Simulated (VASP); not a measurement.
# SbP2 (C2/c) in VASP: notebook

Runs on SbP2. Level: PBE. Tasks: single point.

All numbers are computed with VASP 6.6.1; they aren't measurements. Logs are shortened: lines on timing, memory, paths and dates and some standing lists are left out, and cuts for length are marked.

**1. The cell of the first run**

It takes space group C2/c (No. 15, monoclinic). Conventional cell: a = 5.597 Å, b = 5.812 Å, c = 6.429 Å, α = 90.00°, β = 99.08°, γ = 90.00°. Sb (site symmetry -1) has 6 P at 2.47 to 2.56 Å within 3.3 Å. Within 2.8 Å of P (site symmetry 1) lie 1 P at 2.14 Å and 3 Sb at 2.47 to 2.56 Å.

**2. Single point, PBE**

The input, INCAR:

```
PREC = Accurate
ENCUT = 520
EDIFF = 1E-6
ISMEAR = 0
SIGMA = 0.1
LREAL = False
LASPH = True
NELM = 100
ALGO = Normal
ISIF = 2
LWAVE = False
LCHARG = True
GGA = PE
LELF = True
LVHAR = True
NBANDS = 24
```

The input, KPOINTS:

```
regular mesh
0
Gamma
  4 4 4
```

The input, POSCAR:

```
SbP2
1.0
    2.7984199800     -2.9058030800      0.0000000000
    2.7984199800      2.9058030800      0.0000000000
   -1.0147587600      0.0000000000      6.3482097900
Sb P
2 4
Direct
    0.0000000000      0.5000000000      0.0000000000
    0.5000000000      0.0000000000      0.5000000000
    0.1584272600      0.4526645600      0.3780588900
    0.5473354400      0.8415727400      0.1219411100
    0.8415727400      0.5473354400      0.6219411100
    0.4526645600      0.1584272600      0.8780588900
```

Potentials or basis: VASP PAW PBE potentials, release 64 (Sb, P).

The run is started by

```
> cat potpaw_PBE.64/Sb/POTCAR potpaw_PBE.64/P/POTCAR > POTCAR
> mpirun -np 1 vasp_std > vasp.out
```

OUTCAR:

```text
PREC = Accurate
   ENCUT = 520
   EDIFF = 1E-6
   ISMEAR = 0
   LREAL = False
   LASPH = True
   NELM = 100
   ISIF = 2
   GGA = PE

 ion  position               nearest neighbor table
   1  0.000  0.500  0.000-   4 2.47   6 2.47   5 2.47   3 2.47   4 2.56   6 2.56
   2  0.500  0.000  0.500-   3 2.47   5 2.47   4 2.47   6 2.47   5 2.56   3 2.56
   3  0.158  0.453  0.378-   5 2.14   2 2.47   1 2.47   2 2.56   4 2.93
   4  0.547  0.842  0.122-   6 2.14   1 2.47   2 2.47   1 2.56   3 2.93
   5  0.842  0.547  0.622-   3 2.14   2 2.47   1 2.47   2 2.56   6 2.93
   6  0.453  0.158  0.878-   4 2.14   1 2.47   2 2.47   1 2.56   5 2.93

  LATTYP: Found a base centered monoclinic cell.
 ALAT       =     5.5968399600
 B/A-ratio  =     1.0383727606
 C/A-ratio  =     1.1486486386
 COS(beta)  =    -0.1578456865

  Lattice vectors:

 A1 = (   2.7984199800,  -2.9058030800,   0.0000000000)
 A2 = (   2.7984199800,   2.9058030800,   0.0000000000)
 A3 = (  -1.0147587600,   0.0000000000,   6.3482097900)

Analysis of symmetry for initial positions (statically):
=====================================================================
 Subroutine PRICEL returns:
 Original cell was already a primitive cell.

 Routine SETGRP: Setting up the symmetry group for a
 base centered monoclinic supercell.

 Subroutine GETGRP returns: Found  4 space group operations
 (whereof  2 operations were pure point group operations)
 out of a pool of  4 trial point group operations.

The static configuration has the point symmetry S_2 .
 The point group associated with its full space group is C_2h.

Analysis of symmetry for dynamics (positions and initial velocities):
=====================================================================
 Subroutine PRICEL returns:
 Original cell was already a primitive cell.

 Routine SETGRP: Setting up the symmetry group for a
 base centered monoclinic supercell.

 Subroutine GETGRP returns: Found  4 space group operations
 (whereof  2 operations were pure point group operations)
 out of a pool of  4 trial point group operations.

The dynamic configuration has the point symmetry S_2 .
 The point group associated with its full space group is C_2h.

 Subroutine INISYM returns: Found  4 space group operations
 (whereof  2 operations are pure point group operations),
 and found     1 'primitive' translations

----------------------------------------------------------------------------------------

                                     Primitive cell

  volume of cell :     103.2429

  direct lattice vectors                    reciprocal lattice vectors
     2.798419980 -2.905803080  0.000000000     0.178672252 -0.172069471  0.028560687
     2.798419980  2.905803080  0.000000000     0.178672252  0.172069471  0.028560687
    -1.014758760  0.000000000  6.348209790     0.000000000  0.000000000  0.157524725

  length of vectors
     4.034209455  4.034209455  6.428802601     0.249694592  0.249694592  0.157524725

  position of ions in fractional coordinates (direct lattice)
     1.000000000  0.500000000  0.000000000
     0.500000000  1.000000000  0.500000000
     0.158427260  0.452664560  0.378058890
     0.547335440  0.841572740  0.121941110
     0.841572740  0.547335440  0.621941110
     0.452664560  0.158427260  0.878058890

  ion indices of the primitive-cell ions
   primitive index   ion index
                 1           1
                 2           2
                 3           3
                 4           4
                 5           5
                 6           6

----------------------------------------------------------------------------------------

 KPOINTS: regular mesh

Automatic generation of k-mesh.
 Grid dimensions read from file:
 generate k-points for:    4    4    4

 Generating k-lattice:

  Cartesian coordinates                     Fractional coordinates (reciprocal lattice)
     0.044668063 -0.043017368  0.007140172     0.250000000 -0.000000000  0.000000000
     0.044668063  0.043017368  0.007140172    -0.000000000  0.250000000  0.000000000
     0.000000000  0.000000000  0.039381181     0.000000000  0.000000000  0.250000000

  Length of vectors
     0.062423648  0.062423648  0.039381181

  Shift w.r.t. Gamma in fractional coordinates (k-lattice)
     0.000000000  0.000000000  0.000000000

 Subroutine IBZKPT returns following result:
 ===========================================

 Found     24 irreducible k-points:

 Following reciprocal coordinates:
            Coordinates               Weight
  0.000000  0.000000  0.000000      1.000000
  0.250000  0.000000  0.000000      4.000000
  0.500000  0.000000  0.000000      2.000000
  0.250000  0.250000  0.000000      2.000000
  0.500000  0.250000  0.000000      4.000000
 -0.250000  0.250000  0.000000      2.000000
[... 16 lines left out ...]
 -0.250000  0.250000  0.500000      2.000000
  0.500000  0.500000  0.500000      1.000000
   k-points           NKPTS =     24   k-points in BZ     NKDIM =     24   number of bands    NBANDS=     24
   number of dos      NEDOS =    301   number of ions     NIONS =      6
   total plane-waves  NPLWV =  43200
   dimension x,y,z NGX =    30 NGY =   30 NGZ =   48
   dimension x,y,z NGXF=    60 NGYF=   60 NGZF=   96
   ions per type =               2   4
   NGX,Y,Z   is equivalent  to a cutoff of  12.36, 12.36, 12.41 a.u.
   NGXF,Y,Z  is equivalent  to a cutoff of  24.73, 24.73, 24.83 a.u.
 SYSTEM =  unknown system
   PREC   = accura    normal or accurate (medium, high low for compatibility)
   ISTART =      0    job   : 0-new  1-cont  2-samecut
   ICHARG =      2    charge: 1-file 2-atom 10-const
   ISPIN  =      1    spin polarized calculation?
   LNONCOLLINEAR =      F non collinear calculations
   LSORBIT =      F    spin-orbit coupling
   LASPH  =      T    aspherical Exc in radial PAW
   ENCUT  =  520.0 eV  38.22 Ry    6.18 a.u.   7.50  7.50 11.95*2*pi/ulx,y,z
   NELM   =    100;   NELMIN=  2; NELMDL= -5     # of ELM steps
   EDIFF  = 0.1E-05   stopping-criterion for ELM
   LREAL  =      F    real-space projection
   EDIFFG = 0.1E-04   stopping-criterion for IOM
   NSW    =      0    number of steps for IOM
   IBRION =     -1    ionic relax: 0-MD 1-quasi-New 2-CG
   NFREE  =      0    steps in history (QN), initial steepest desc. (CG)
   ISIF   =      2    stress and relaxation
   ISYM   =      2    0-nonsym 1-usesym 2-fastsym
   POTIM  = 0.5000    time-step for ionic-motion
   TEBEG  =    0.0;   TEEND  =   0.0 temperature during run
   PSTRESS=    0.0 pullay stress
   NELECT =      30.0000    total number of electrons
   NUPDOWN=      -1.0000    fix difference up-down
   EMIN   =  10.00;   EMAX   =-10.00  energy-range for DOS
   EFERMI =   0.00;   METHOD = LEGACY
   ISMEAR =     0;   SIGMA  =   0.10  broadening in eV -4-tet -1-fermi 0-gaus
   EFERMI_NEDOS =   21; number of points for ismear=-14 and -15
   IALGO  =     38    algorithm
   IMIX   =      4    mixing-type and parameters
     AMIX     =   0.40;   BMIX     =  1.00
     AMIX_MAG =   1.60;   BMIX_MAG =  1.00
  volume/ion in A,a.u.               =      17.21       116.12
  Fermi-wavevector in a.u.,A,eV,Ry     =   1.084331  2.049088 15.997367  1.175773
  Thomas-Fermi vector in A             =   2.220418
   LORBIT       =      0    0 simple, 1 ext, 2 COOP (PROOUT), +10 PAW based schemes
   GGA     = PE    functional components
   LHFCALC =     F    Hartree Fock is set to
   AEXX    =    0.0000 exact exchange contribution
   IVDW    =     0    specifies the selected vdW correction
   LEPSILON=     F    determine dielectric tensor
   LRPA    =     F    only Hartree local field effects (RPA)
 non-spin polarized calculation
 Gauss-broadening in eV      SIGMA  =   0.10
  energy-cutoff  :      520.00
  volume of cell :      103.24
 maximum number of plane-waves:      2799
   NGX = 15   NGY = 15   NGZ = 23

 number of electron      30.0000000 magnetization

 Free energy of the ion-electron system (eV)
  ---------------------------------------------------
  ext. energy  EPLUGINS =         0.00000000
  ---------------------------------------------------
  free energy    TOTEN  =       -24.67509356 eV

  energy without entropy =      -24.65443767  energy(sigma->0) =      -24.66476562

 E-fermi :  10.5493     XC(G=0): -10.9981

 val. band max:       10.5410129576   @ k =  -0.2500   0.2500   0.5000
 cond. band min:      10.5681434232   @ k =   0.5000   0.2500   0.5000
 fundamental gap:      0.0271304656
 Fermi energy:        10.5492684476

 k-point     1 :       0.0000    0.0000    0.0000
  band No.  band energies     occupation
      1      -6.0366      2.00000
      2      -3.4141      2.00000
      3      -1.5266      2.00000
      4       0.7003      2.00000
      5       1.7223      2.00000
      6       3.0746      2.00000
[... 16 lines left out ...]
     23      14.6287      0.00000
     24      15.3225      0.00000

 k-point     2 :       0.2500    0.0000    0.0000
  band No.  band energies     occupation
      1      -5.5242      2.00000
      2      -2.9888      2.00000
      3      -1.7872      2.00000
      4      -0.4741      2.00000
      5       1.0046      2.00000
      6       2.5378      2.00000
[... 16 lines left out ...]
     23      14.8722      0.00000
     24      15.2231      0.00000

 k-point     3 :       0.5000    0.0000    0.0000
  band No.  band energies     occupation
      1      -4.3493      2.00000
      2      -3.5980      2.00000
      3      -2.0417      2.00000
      4      -0.6694      2.00000
      5       0.1909      2.00000
      6       1.7218      2.00000
[... 16 lines left out ...]
     23      14.6775      0.00000
     24      16.4174      0.00000

 k-point     4 :       0.2500    0.2500    0.0000
  band No.  band energies     occupation
      1      -4.9832      2.00000
      2      -2.5975      2.00000
      3      -1.9800      2.00000
      4      -0.0098      2.00000
      5       0.2520      2.00000
      6       1.2749      2.00000
[... 16 lines left out ...]
     23      14.2299      0.00000
     24      15.8697      0.00000

 k-point     5 :       0.5000    0.2500    0.0000
  band No.  band energies     occupation
      1      -3.8646      2.00000
      2      -3.2787      2.00000
      3      -1.5629      2.00000
      4      -0.3665      2.00000
      5      -0.2569      2.00000
      6       1.4596      2.00000
[... 16 lines left out ...]
     23      16.0663      0.00000
     24      16.1692      0.00000

 k-point     6 :      -0.2500    0.2500    0.0000
  band No.  band energies     occupation
      1      -5.0595      2.00000
      2      -2.6060      2.00000
      3      -1.5243      2.00000
      4      -1.0605      2.00000
      5       1.0528      2.00000
      6       1.8136      2.00000
[... 16 lines left out ...]
     23      15.4786      0.00000
     24      16.3914      0.00000
[... 379 lines left out ...]
 k-point    21 :       0.2500    0.2500    0.5000
  band No.  band energies     occupation
      1      -4.4022      2.00000
      2      -3.9657      2.00000
      3      -1.4168      2.00000
      4      -0.3860      2.00000
      5       0.7341      2.00000
      6       1.9627      2.00000
[... 16 lines left out ...]
     23      14.9872      0.00000
     24      16.0981      0.00000

 k-point    22 :       0.5000    0.2500    0.5000
  band No.  band energies     occupation
      1      -3.2780      2.00000
      2      -3.1188      2.00000
      3      -2.7199      2.00000
      4      -1.6061      2.00000
      5       1.0131      2.00000
      6       2.1764      2.00000
[... 16 lines left out ...]
     23      16.6911      0.00000
     24      17.0292      0.00000

 k-point    23 :      -0.2500    0.2500    0.5000
  band No.  band energies     occupation
      1      -4.2413      2.00000
      2      -4.2413      2.00000
      3      -1.0929      2.00000
      4      -1.0929      2.00000
      5       2.0918      2.00000
      6       2.0918      2.00000
[... 16 lines left out ...]
     23      15.6585      0.00000
     24      15.6585      0.00000

 k-point    24 :       0.5000    0.5000    0.5000
  band No.  band energies     occupation
      1      -2.4223      2.00000
      2      -2.4223      2.00000
      3      -1.9781      2.00000
      4      -1.9781      2.00000
      5       0.1625      2.00000
      6       0.1625      2.00000
[... 16 lines left out ...]
     23      17.3796      0.00000
     24      17.3796      0.00000

------------------------ aborting loop because EDIFF is reached ----------------------------------------

  FORCE on cell =-STRESS in cart. coord.  units (eV):
  Direction    XX          YY          ZZ          XY          YZ          ZX
  --------------------------------------------------------------------------------------
  -------------------------------------------------------------------------------------
  Total       16.9845656     23.7995071     25.6137403      0.0000000      0.0000000     -0.6006779
  in kB      263.5752868    369.3330789    397.4872897      0.0000000      0.0000000     -9.3216304
  external PRESSURE =     343.4652185 kB  Pullay stress =       0.0000000 kB

 VOLUME and BASIS-vectors are now :
 -----------------------------------------------------------------------------
  energy-cutoff  :      520.00
  volume of cell :      103.24
      direct lattice vectors                 reciprocal lattice vectors
     2.798419980 -2.905803080  0.000000000     0.178672252 -0.172069471  0.028560687
     2.798419980  2.905803080  0.000000000     0.178672252  0.172069471  0.028560687
    -1.014758760  0.000000000  6.348209790     0.000000000  0.000000000  0.157524725

 POSITION                                       TOTAL-FORCE (eV/Angst)
 -----------------------------------------------------------------------------------
      1.39921      1.45290      0.00000         0.000000     -0.000000     -0.000000
      0.89183     -1.45290      3.17410        -0.000000      0.000000     -0.000000
      1.32645      0.85500      2.40000        -0.816559      1.077251      0.844733
      3.76301      0.85500      0.77411         0.816559      1.077251     -0.844733
      3.25563     -0.85500      3.94821         0.816559     -1.077251     -0.844733
      0.81907     -0.85500      5.57410        -0.816559     -1.077251      0.844733
 -----------------------------------------------------------------------------------
    total drift:                                0.000000      0.000000      0.000000

  FREE ENERGIE OF THE ION-ELECTRON SYSTEM (eV)
  ---------------------------------------------------
  free  energy   TOTEN  =       -24.6750935594 eV

  energy  without entropy=      -24.6544376748  energy(sigma->0) =      -24.66476562
```

Wall time 88 s (1 thread of Oxide Virtual Turin-like, shared host); peak memory 0.18 GiB.

What came out:

- Free energy: -24.6751 eV
- Pressure: 34.3 GPa
- Largest force: 1.594 eV/Å
- Band gap on the k mesh: zero (band 15 reaches 11.53 eV, above the bottom of band 16 at 9.64 eV)

Forces on the atoms (eV/Å):
```
Sb   0.000  0.000  0.000
Sb   0.000  0.000  0.000
P   -0.817  1.077  0.845
P    0.817  1.077 -0.845
P    0.817 -1.077 -0.845
P   -0.817 -1.077  0.845
```

Stress tensor (GPa, compression positive):
```
26.36  0.00 -0.93
 0.00 36.93  0.00
-0.93  0.00 39.75
```

Caveat: the k points lie up to 0.39 Å⁻¹ apart; spin-orbit coupling is left out, which moves the levels of the heavy elements; forces of over 1 eV/Å act on the atoms, so gaps and moduli don't describe the material at rest.

**3. Single point, PBE**

This run uses another cell than the first one, of 24.19 Å³/atom, 1.406 times its volume.

The input, INCAR:

```
SYSTEM = SbP2
PREC = Accurate ; ENCUT = 520
EDIFF = 1E-7 ; ISMEAR = 0
SIGMA = 0.1 ; LREAL = .FALSE.
LASPH = .TRUE. ; NELM = 100
ALGO = Normal ; ISIF = 2
LWAVE = .FALSE. ; LCHARG = .FALSE.
GGA = PE ; NBANDS = 24
```

The input, KPOINTS:

```
regular mesh
0
G
  4 4 4
  0 0 0
```

The input, POSCAR:

```
SbP2
1.0
    3.4032596496     -3.3549014337     -0.0924548989
    3.4032596496      3.3549014337     -0.0924548989
   -1.4438185351      0.0000000000      6.3958708224
Sb P
2 4
Direct
    0.0000000000      0.5000000000      0.0000000000
    0.5000000000      0.0000000000      0.5000000000
    0.1787743330      0.4873273903      0.4235583409
    0.5126726097      0.8212256670      0.0764416591
    0.8212256670      0.5126726097      0.5764416591
    0.4873273903      0.1787743330      0.9235583409
```

Potentials or basis: VASP PAW PBE potentials, release 64 (Sb, P).

The run is started by

```
> cat potpaw_PBE.64/Sb/POTCAR potpaw_PBE.64/P/POTCAR > POTCAR
> mpirun -np 1 vasp_std > vasp.out
```

OUTCAR:

```text
SYSTEM = SbP2
   PREC = Accurate
   ENCUT = 520
   EDIFF = 1E-7
   ISMEAR = 0
   LREAL = .FALSE.
   LASPH = .TRUE.
   NELM = 100
   ISIF = 2
   GGA = PE

 ion  position               nearest neighbor table
   1  0.000  0.500  0.000-   3 2.77   5 2.77   4 2.83   6 2.83   6 2.84   4 2.84
   2  0.500  0.000  0.500-   4 2.77   6 2.77   5 2.83   3 2.83   3 2.84   5 2.84
   3  0.179  0.487  0.424-   5 2.12   1 2.77   2 2.83   2 2.84
   4  0.513  0.821  0.076-   6 2.12   2 2.77   1 2.83   1 2.84
   5  0.821  0.513  0.576-   3 2.12   1 2.77   2 2.83   2 2.84
   6  0.487  0.179  0.924-   4 2.12   2 2.77   1 2.83   1 2.84

[... 856 lines left out ...]
  Total        0.0019881     -0.3313561      0.0508335      0.0000000      0.0000000      0.1029154
  in kB        0.0219444     -3.6574009      0.5610834      0.0000000      0.0000000      1.1359472
  external PRESSURE =      -1.0247910 kB  Pullay stress =       0.0000000 kB

 VOLUME and BASIS-vectors are now :
 -----------------------------------------------------------------------------
  energy-cutoff  :      520.00
  volume of cell :      145.16
      direct lattice vectors                 reciprocal lattice vectors
     3.403259650 -3.354901434 -0.092454899     0.147824525 -0.149035675  0.033370247
     3.403259650  3.354901434 -0.092454899     0.147824525  0.149035675  0.033370247
    -1.443818535  0.000000000  6.395870822     0.004273727  0.000000000  0.157315636

 POSITION                                       TOTAL-FORCE (eV/Angst)
 -----------------------------------------------------------------------------------
      1.70163      1.67745     -0.04623        -0.000000      0.000000     -0.000000
      0.97972     -1.67745      3.15171        -0.000000      0.000000     -0.000000
      1.65538      1.03517      2.64744        -0.026944      0.029971     -0.000723
      4.42923      1.03517      0.36559         0.026944      0.029971      0.000723
      3.70733     -1.03517      3.56352         0.026944     -0.029971      0.000723
      0.93347     -1.03517      5.84538        -0.026944     -0.029971     -0.000723
 -----------------------------------------------------------------------------------
    total drift:                               -0.000000      0.000000     -0.000000

  FREE ENERGIE OF THE ION-ELECTRON SYSTEM (eV)
  ---------------------------------------------------
  free  energy   TOTEN  =       -28.3274175974 eV

  energy  without entropy=      -28.3203178677  energy(sigma->0) =      -28.32386773
```

stdout:

```text
POSCAR found type information on POSCAR SbP
 POSCAR found :  2 types and       6 ions
 scaLAPACK will be used
 LDA part: xc-table for (Slater+PW92), standard interpolation
 POSCAR, INCAR and KPOINTS ok, starting setup
 FFT: planning ... GRIDC
 FFT: planning ... GRID_SOFT
 FFT: planning ... GRID
 WAVECAR not read
 entering main loop
```

Run time: 2.1 min. Hardware: 1 thread of Oxide Virtual Turin-like, shared host; peak memory 0.23 GiB.

Results:

```yaml
Free_energy: -28.3274 eV
Pressure: -0.1 GPa
Largest_force: 0.040 eV/Å
Band_gap_on_the_k_mesh: zero (band 15 reaches 7.55 eV, above the bottom of band 16 at 4.85 eV)
```

Forces on the atoms (eV/Å):
```
Sb   0.000  0.000  0.000
Sb   0.000  0.000  0.000
P   -0.027  0.030 -0.001
P    0.027  0.030  0.001
P    0.027 -0.030  0.001
P   -0.027 -0.030 -0.001
```

Caveat: spin-orbit coupling is left out, which moves the levels of the heavy elements.
